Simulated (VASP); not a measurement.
# C (R-3m) in VASP: further runs

C is run at these levels: PBE+D3(BJ); tasks: single point, relaxation of shape and atoms at fixed volume.

Program: VASP 6.6.1. These are calculated values, not measurements. Logs are shortened: lines on timing, memory, paths and dates and some standing lists are left out, and cuts for length are marked.

## (1) The cell of the first run

Symmetry: R-3m, No. 166, trigonal system. The conventional cell has a = 2.468 Å, b = 2.468 Å, c = 10.622 Å, α = 90.00°, β = 90.00°, γ = 120.00°. C (site symmetry 3m) has 3 C at 1.42 Å within 1.9 Å.

## (2) Single point, PBE+D3(BJ) (volume scaled by 1.06, then relaxed in part)

The input, INCAR:

```
SYSTEM = C
ALGO = Normal
EDIFF = 1E-7
ENCUT = 520
GGA = PE
ISIF = 2
ISMEAR = 0
IVDW = 12
LASPH = .True.
LCHARG = .False.
LREAL = .False.
LWAVE = .False.
NBANDS = 11
NELM = 80
PREC = Accurate
SIGMA = 0.02
```

The input, KPOINTS:

```
k-points
0
Gamma
  12 12 12
  0 0 0
```

The input, POSCAR:

```
C
1.0
    1.2340477342      0.7124777915      3.5407086816
   -1.2340477342      0.7124777915      3.5407086816
    0.0000000000     -1.4249555831      3.5407086816
C
2
Direct
    0.8333868323      0.8333868323      0.8333868323
    0.1666131677      0.1666131677      0.1666131677
```

Potentials or basis: VASP PAW PBE potentials, release 64 (C).

The run is started by

```sh
cat potpaw_PBE.64/C/POTCAR > POTCAR
mpirun -np 1 vasp_std > vasp.out
```

OUTCAR:

```text
SYSTEM = C
   EDIFF = 1E-7
   ENCUT = 520
   GGA = PE
   ISIF = 2
   ISMEAR = 0
   IVDW = 12
   LASPH = .True.
   LREAL = .False.
   NELM = 80
   PREC = Accurate
 IVDW          = 12

 ion  position               nearest neighbor table
   1  0.833  0.833  0.833-   2 1.42   2 1.42   2 1.42
   2  0.167  0.167  0.167-   1 1.42   1 1.42   1 1.42

  LATTYP: Found a trigonal (rhomboedric) cell.
 ALAT       =     3.8166891911
 COS(alpha) =     0.7909162294

  Lattice vectors:

 A1 = (   1.2340477342,   0.7124777915,   3.5407086816)
 A2 = (  -1.2340477342,   0.7124777915,   3.5407086816)
 A3 = (   0.0000000000,  -1.4249555831,   3.5407086816)

Analysis of symmetry for initial positions (statically):
=====================================================================
 Subroutine PRICEL returns:
 Original cell was already a primitive cell.

 Routine SETGRP: Setting up the symmetry group for a
 trigonal (rhombohedral) supercell.

 Subroutine GETGRP returns: Found 12 space group operations
 (whereof 12 operations were pure point group operations)
 out of a pool of 12 trial point group operations.

The static configuration has the point symmetry D_3d.

Analysis of symmetry for dynamics (positions and initial velocities):
=====================================================================
 Subroutine PRICEL returns:
 Original cell was already a primitive cell.

 Routine SETGRP: Setting up the symmetry group for a
 trigonal (rhombohedral) supercell.

 Subroutine GETGRP returns: Found 12 space group operations
 (whereof 12 operations were pure point group operations)
 out of a pool of 12 trial point group operations.

The dynamic configuration has the point symmetry D_3d.

 Subroutine INISYM returns: Found 12 space group operations
 (whereof 12 operations are pure point group operations),
 and found     1 'primitive' translations

----------------------------------------------------------------------------------------

                                     Primitive cell

  volume of cell :      18.6786

  direct lattice vectors                    reciprocal lattice vectors
     1.234047734  0.712477792  3.540708682     0.405170713  0.233925420  0.094143112
    -1.234047734  0.712477792  3.540708682    -0.405170713  0.233925420  0.094143112
     0.000000000 -1.424955583  3.540708682     0.000000000 -0.467850840  0.094143112

  length of vectors
     3.816689191  3.816689191  3.816689191     0.477228807  0.477228807  0.477228807

  position of ions in fractional coordinates (direct lattice)
     0.833386832  0.833386832  0.833386832
     0.166613168  0.166613168  0.166613168

  ion indices of the primitive-cell ions
   primitive index   ion index
                 1           1
                 2           2

----------------------------------------------------------------------------------------

 KPOINTS: k-points

Automatic generation of k-mesh.
 Grid dimensions read from file:
 generate k-points for:   12   12   12

 Generating k-lattice:

  Cartesian coordinates                     Fractional coordinates (reciprocal lattice)
     0.033764226  0.019493785  0.007845259     0.083333333  0.000000000  0.000000000
    -0.033764226  0.019493785  0.007845259     0.000000000  0.083333333  0.000000000
     0.000000000 -0.038987570  0.007845259     0.000000000  0.000000000  0.083333333

  Length of vectors
     0.039769067  0.039769067  0.039769067

  Shift w.r.t. Gamma in fractional coordinates (k-lattice)
     0.000000000  0.000000000  0.000000000

 Subroutine IBZKPT returns following result:
 ===========================================

 Found    189 irreducible k-points:

 Following reciprocal coordinates:
            Coordinates               Weight
  0.000000  0.000000  0.000000      1.000000
  0.083333  0.000000 -0.000000      6.000000
  0.166667  0.000000 -0.000000      6.000000
  0.250000 -0.000000 -0.000000      6.000000
  0.333333  0.000000 -0.000000      6.000000
  0.416667  0.000000  0.000000      6.000000
[... 16 lines left out ...]
  0.500000  0.166667 -0.000000     12.000000
 -0.416667  0.166667  0.000000     12.000000
 [... further k-points ...]
   k-points           NKPTS =    189   k-points in BZ     NKDIM =    189   number of bands    NBANDS=     11
   number of dos      NEDOS =    301   number of ions     NIONS =      2
   total plane-waves  NPLWV =  21952
   dimension x,y,z NGX =    28 NGY =   28 NGZ =   28
   dimension x,y,z NGXF=    56 NGYF=   56 NGZF=   56
   ions per type =               2
   NGX,Y,Z   is equivalent  to a cutoff of  12.20, 12.20, 12.20 a.u.
   NGXF,Y,Z  is equivalent  to a cutoff of  24.39, 24.39, 24.39 a.u.
 SYSTEM =  C
   PREC   = accura    normal or accurate (medium, high low for compatibility)
   ISTART =      0    job   : 0-new  1-cont  2-samecut
   ICHARG =      2    charge: 1-file 2-atom 10-const
   ISPIN  =      1    spin polarized calculation?
   LNONCOLLINEAR =      F non collinear calculations
   LSORBIT =      F    spin-orbit coupling
   LASPH  =      T    aspherical Exc in radial PAW
   ENCUT  =  520.0 eV  38.22 Ry    6.18 a.u.   7.10  7.10  7.10*2*pi/ulx,y,z
   NELM   =     80;   NELMIN=  2; NELMDL= -5     # of ELM steps
   EDIFF  = 0.1E-06   stopping-criterion for ELM
   LREAL  =      F    real-space projection
   EDIFFG = 0.1E-05   stopping-criterion for IOM
   NSW    =      0    number of steps for IOM
   IBRION =     -1    ionic relax: 0-MD 1-quasi-New 2-CG
   NFREE  =      0    steps in history (QN), initial steepest desc. (CG)
   ISIF   =      2    stress and relaxation
   ISYM   =      2    0-nonsym 1-usesym 2-fastsym
   POTIM  = 0.5000    time-step for ionic-motion
   TEBEG  =    0.0;   TEEND  =   0.0 temperature during run
   PSTRESS=    0.0 pullay stress
   NELECT =       8.0000    total number of electrons
   NUPDOWN=      -1.0000    fix difference up-down
   EMIN   =  10.00;   EMAX   =-10.00  energy-range for DOS
   EFERMI =   0.00;   METHOD = LEGACY
   ISMEAR =     0;   SIGMA  =   0.02  broadening in eV -4-tet -1-fermi 0-gaus
   EFERMI_NEDOS =   21; number of points for ismear=-14 and -15
   IALGO  =     38    algorithm
   IMIX   =      4    mixing-type and parameters
     AMIX     =   0.40;   BMIX     =  1.00
     AMIX_MAG =   1.60;   BMIX_MAG =  1.00
  volume/ion in A,a.u.               =       9.34        63.02
  Fermi-wavevector in a.u.,A,eV,Ry     =   1.234023  2.331965 20.719125  1.522813
  Thomas-Fermi vector in A             =   2.368730
   LORBIT       =      0    0 simple, 1 ext, 2 COOP (PROOUT), +10 PAW based schemes
   GGA     = PE    functional components
   LHFCALC =     F    Hartree Fock is set to
   AEXX    =    0.0000 exact exchange contribution
   IVDW    =    12    specifies the selected vdW correction
   LEPSILON=     F    determine dielectric tensor
   LRPA    =     F    only Hartree local field effects (RPA)
 non-spin polarized calculation
 Gauss-broadening in eV      SIGMA  =   0.02
  energy-cutoff  :      520.00
  volume of cell :       18.68
 maximum number of plane-waves:       517
   NGX = 15   NGY = 15   NGZ = 15

 number of electron       8.0000000 magnetization

 Free energy of the ion-electron system (eV)
  ---------------------------------------------------
  ext. energy  EPLUGINS =         0.00000000
  ---------------------------------------------------
  free energy    TOTEN  =       -18.43665580 eV

  energy without entropy =      -18.43665580  energy(sigma->0) =      -18.43665580

 E-fermi :   4.0512     XC(G=0):  -9.9453

 val. band max:        3.9620167213   @ k =  -0.3333   0.3333   0.0000
 cond. band min:       4.4390858879   @ k =  -0.3333   0.3333   0.0000
 fundamental gap:      0.4770691667
 Fermi energy:         4.0512400184

 k-point     1 :       0.0000    0.0000    0.0000
  band No.  band energies     occupation
      1     -15.3828      2.00000
      2      -2.6016      2.00000
      3       1.1784      2.00000
      4       1.1784      2.00000
      5       8.0977      0.00000
      6      12.5235      0.00000
      7      12.5235      0.00000
      8      15.5377      0.00000
      9      16.7154      0.00000
     10      26.8190      0.00000
     11      27.9599      0.00000

 k-point     2 :       0.0833    0.0000   -0.0000
  band No.  band energies     occupation
      1     -15.2166      2.00000
      2      -2.4259      2.00000
      3       0.5284      2.00000
      4       0.8424      2.00000
      5       8.3333      0.00000
      6      12.6014      0.00000
      7      13.2156      0.00000
      8      14.9675      0.00000
      9      17.0210      0.00000
     10      27.2716      0.00000
     11      27.4166      0.00000

 k-point     3 :       0.1667    0.0000   -0.0000
  band No.  band energies     occupation
      1     -14.7197      2.00000
      2      -1.9026      2.00000
      3      -1.1087      2.00000
      4       0.0552      2.00000
      5       9.0372      0.00000
      6      12.5743      0.00000
      7      13.4600      0.00000
      8      15.0504      0.00000
      9      17.9880      0.00000
     10      25.4064      0.00000
     11      28.5310      0.00000

 k-point     4 :       0.2500   -0.0000   -0.0000
  band No.  band energies     occupation
      1     -13.8989      2.00000
      2      -3.2089      2.00000
      3      -1.0469      2.00000
      4      -0.8190      2.00000
      5      10.1799      0.00000
      6      11.4052      0.00000
      7      12.3444      0.00000
      8      17.5885      0.00000
      9      19.3090      0.00000
     10      23.3996      0.00000
     11      26.6360      0.00000
[... 239 lines left out ...]
 k-point    22 :       0.4167    0.1667   -0.0000
  band No.  band energies     occupation
      1     -12.2625      2.00000
      2      -5.2901      2.00000
      3      -3.2275      2.00000
      4       0.3417      2.00000
      5       8.6572      0.00000
      6      13.0727      0.00000
      7      14.5946      0.00000
      8      16.9681      0.00000
      9      19.2970      0.00000
     10      22.8491      0.00000
     11      25.8898      0.00000

 k-point    23 :       0.5000    0.1667   -0.0000
  band No.  band energies     occupation
      1     -10.8750      2.00000
      2      -7.2147      2.00000
      3      -3.7978      2.00000
      4       1.6682      2.00000
      5       6.8879      0.00000
      6      14.2911      0.00000
      7      14.8045      0.00000
      8      17.4851      0.00000
      9      18.8862      0.00000
     10      22.3183      0.00000
     11      26.9382      0.00000

 k-point    24 :      -0.4167    0.1667    0.0000
  band No.  band energies     occupation
      1      -9.6639      2.00000
      2      -8.6288      2.00000
      3      -3.9828      2.00000
      4       2.6566      2.00000
      5       5.7812      0.00000
      6      14.2649      0.00000
      7      15.4848      0.00000
      8      16.4785      0.00000
      9      19.3239      0.00000
     10      22.8917      0.00000
     11      26.7537      0.00000

 [... further k-points ...]

------------------------ aborting loop because EDIFF is reached ----------------------------------------

 Edisp (eV)   -0.29296

 E8    (eV) :    -0.0824

  FORCE on cell =-STRESS in cart. coord.  units (eV):
  Direction    XX          YY          ZZ          XY          YZ          ZX
  --------------------------------------------------------------------------------------
  -------------------------------------------------------------------------------------
  Total      -0.08131    -0.08131    -0.16974     0.00000     0.00000     0.00000
  in kB      -6.97424    -6.97424   -14.55938     0.00000     0.00000     0.00000
  external pressure =       -9.50 kB  Pullay stress =        0.00 kB

 VOLUME and BASIS-vectors are now :
 -----------------------------------------------------------------------------
  energy-cutoff  :      520.00
  volume of cell :       18.68
      direct lattice vectors                 reciprocal lattice vectors
     1.234047734  0.712477792  3.540708682     0.405170713  0.233925420  0.094143112
    -1.234047734  0.712477792  3.540708682    -0.405170713  0.233925420  0.094143112
     0.000000000 -1.424955583  3.540708682     0.000000000 -0.467850840  0.094143112

 POSITION                                       TOTAL-FORCE (eV/Angst)
 -----------------------------------------------------------------------------------
      0.00000     -0.00000      8.85234         0.000000      0.000000     -0.000940
      0.00000     -0.00000      1.76979         0.000000     -0.000000      0.000940
 -----------------------------------------------------------------------------------
    total drift:                               -0.000000      0.000000     -0.000000

  FREE ENERGIE OF THE ION-ELECTRON SYSTEM (eV)
  ---------------------------------------------------
  free  energy   TOTEN  =       -18.7296203585 eV

  energy  without entropy=      -18.7296203585  energy(sigma->0) =      -18.72962036
```

Wall time 37 s (1 thread of Intel Xeon 6975P-C (Granite Rapids), shared host); peak memory 0.18 GiB.

What came out:

- Free energy: -18.7296 eV
- Pressure: -1.0 GPa
- Band gap on the k mesh: 0.48 eV, direct
- Dispersion energy per atom: -0.146 eV

Stress tensor (GPa, compression positive):
```
-0.70  0.00  0.00
 0.00 -0.70  0.00
 0.00  0.00 -1.46
```

Levels at points of the mesh, in eV from the valence-band top:
| k point | band 1 | band 2 | band 3 | band 4 | band 5 | band 6 | band 7 | band 8 |
| --- | --- | --- | --- | --- | --- | --- | --- | --- |
| (0.00, 0.00, 0.00) | -19.34 | -6.56 | -2.78 | -2.78 | 4.14 | 8.56 | 8.56 | 11.58 |
| (0.50, 0.00, 0.00) | -14.05 | -12.99 | -6.14 | -1.85 | 2.18 | 7.73 | 11.83 | 12.36 |
| (0.50, 0.50, 0.00) | -13.98 | -12.94 | -6.17 | -2.37 | 1.63 | 7.46 | 13.09 | 14.61 |
| (0.50, 0.50, 0.50) | -19.15 | -8.05 | -2.79 | -2.79 | 8.53 | 8.53 | 9.60 | 11.71 |

Caveat: the cell differs from its parent crystal (volume scaled by 1.06, then relaxed in part). A k mesh can miss the band edges.

## (3) Single point, PBE+D3(BJ) (volume scaled by 1.10, then relaxed in part)

The input, INCAR:

```
SYSTEM = C
ALGO     = Normal         ! electronic algorithm
EDIFF    = 1E-6           ! SCF threshold, eV
ENCUT    = 520            ! plane-wave cutoff, eV
GGA      = PE             ! functional
ISIF     = 2              ! what is computed and relaxed
ISMEAR   = 0              ! smearing method
IVDW     = 12             ! dispersion correction
LASPH    = .True.         ! aspherical terms in the spheres
LCHARG   = .True.         ! write CHGCAR
LELF     = .True.         ! ELF
LREAL    = .False.        ! projectors in reciprocal space
LVHAR    = .True.       
LWAVE    = .False.        ! write WAVECAR
NBANDS   = 11             ! bands
NELM     = 60             ! most SCF steps
PREC     = Accurate       ! precision mode
SIGMA    = 0.02           ! smearing width, eV
```

KPOINTS is that of step 2.

The input, POSCAR:

```
C
1.0
    1.2346121954      0.7128036834      3.6709613201
   -1.2346121954      0.7128036834      3.6709613201
    0.0000000000     -1.4256073668      3.6709613201
C
2
Direct
    0.8333725149      0.8333725149      0.8333725149
    0.1666274851      0.1666274851      0.1666274851
```

Potentials or basis: VASP PAW PBE potentials, release 64 (C).

The run is started by

```sh
cat potpaw_PBE.64/C/POTCAR > POTCAR
mpirun -np 1 vasp_std > vasp.out
```

Run time: 42 s. Hardware: 1 thread of Intel Xeon 6975P-C (Granite Rapids), shared host; peak memory 0.18 GiB.

It converged, with:

| Item | Value |
| --- | --- |
| Free energy | -18.7227 eV |
| Pressure | -1.4 GPa |
| Band gap on the k mesh | 0.38 eV, direct |
| Dispersion energy per atom | -0.140 eV |

Stress tensor (GPa, compression positive):
```
-1.15  0.00  0.00
 0.00 -1.15  0.00
 0.00  0.00 -1.88
```

Levels at points of the mesh, in eV from the valence-band top:
```
           k point  band 1  band 2  band 3  band 4  band 5  band 6  band 7  band 8  band 9
(0.00, 0.00, 0.00)  -19.36   -6.75   -2.84   -2.84    3.88    8.49    8.49   11.53   12.65
(0.50, 0.00, 0.00)  -14.09  -13.03   -6.20   -1.95    2.09    7.63   11.62   12.09   17.84
(0.50, 0.50, 0.00)  -14.04  -12.99   -6.22   -2.37    1.62    7.43   12.82   14.12   18.58
(0.50, 0.50, 0.50)  -19.22   -7.97   -2.85   -2.85    8.47    8.47    8.84   11.63   12.55
```

Caveat: the cell differs from its parent crystal (volume scaled by 1.10, then relaxed in part). A k mesh can miss the band edges.

## (4) Relaxation of shape and atoms at fixed volume, PBE+D3(BJ) (volume scaled by 0.88)

The input, INCAR:

```
SYSTEM = C
PREC = Accurate
ENCUT = 600
EDIFF = 1E-6
ISMEAR = 0
SIGMA = 0.02
LREAL = .FALSE.
LASPH = .TRUE.
NELM = 100
ALGO = Normal
ISIF = 4
LWAVE = .FALSE.
LCHARG = .FALSE.
GGA = PE
IVDW = 12
IBRION = 2
NSW = 50
EDIFFG = -0.01
```

The input, KPOINTS:

```
regular mesh
0
G
  12 12 12
  0 0 0
```

The input, POSCAR:

```
C
1.0
    1.2140927341      0.7009567669      3.0368769874
   -1.2140927341      0.7009567669      3.0368769874
    0.0000000000     -1.4019135337      3.0368769874
C
2
Direct
    0.8335118337      0.8335118337      0.8335118337
    0.1664881663      0.1664881663      0.1664881663
```

The run is started by

```sh
cat potpaw_PBE.64/C/POTCAR > POTCAR
mpirun -np 1 vasp_std > vasp.out
```

Wall time 61 s (1 thread of Intel Xeon 6975P-C (Granite Rapids), shared host); peak memory 0.17 GiB.

It converged, with:

```yaml
Free_energy: -18.6917 eV
Energy_gained_by_relaxing: 7.9 meV/atom
Ionic_steps: 5
Pressure_after_relaxing: 8.4 GPa
Largest_force_after_relaxing: 0.007 eV/Å
Band_gap_on_the_k_mesh: 1.07 eV, indirect (least direct gap 1.21 eV)
Dispersion_energy_per_atom: -0.179 eV
```

Forces in eV/Å, atoms in the order of the input:
```
C    0.000  0.000 -0.007
C    0.000  0.000  0.007
```

Stress tensor (GPa, compression positive):
```
8.41 0.00 0.00
0.00 8.41 0.00
0.00 0.00 8.31
```

The path:
```tsv
step	energy change (eV)	largest force (eV/Å)	pressure (GPa)	volume (Å³)
1	0.0000	0.0048	17.79	15.51
2	-0.0129	0.0204	4.44	15.51
3	-0.0159	0.0147	8.32	15.51
4	-0.0159	0.0150	8.15	15.51
5	-0.0159	0.0074	8.38	15.51
```

Final structure:
```yaml
crystal:
  lattice:
    - [1.22560, 0.70760, 2.98011]
    - [-1.22560, 0.70760, 2.98011]
    - [0.00000, -1.41520, 2.98011]
  atoms:
    - { symbol: C, position: [0.83361, 0.83361, 0.83361] }
    - { symbol: C, position: [0.16639, 0.16639, 0.16639] }
```

Levels at points of the mesh, in eV from the valence-band top:
```
           k point  band 2  band 3  band 4  band 5  band 6  band 7
(0.00, 0.00, 0.00)   -5.32   -2.46   -2.46    6.01    9.02    9.02
(0.50, 0.00, 0.00)  -12.94   -5.85   -1.20    2.67    8.51   13.23
(0.50, 0.50, 0.00)  -12.74   -6.01   -2.56    1.62    7.62   14.91
(0.50, 0.50, 0.50)   -8.75   -2.52   -2.52    8.89    8.89   12.40
```

Caveat: the cell differs from its parent crystal (volume scaled by 0.88). A k mesh can miss the band edges.

## (5) The runs side by side

```csv
task,cell,cutoff (eV),gap on the mesh (eV),pressure (GPa)
single point,"a = 3.817 Å, angles 37.7°, 2 atoms",520,0.48,-1.0
single point,"a = 3.938 Å, angles 36.5°, 2 atoms",520,0.38,-1.4
relaxation of shape and atoms at fixed volume,"relaxed from a = 3.345 Å, angles 42.6°, 2 atoms",600,1.07,8.4
```

Alike in all rows: level PBE+D3(BJ); potentials or basis VASP PAW PBE potentials, release 64 (C); no spin polarisation; k mesh 12 × 12 × 12; smearing gaussian 0.02 eV.

Absolute energies hang on the potentials; compare differences alone.
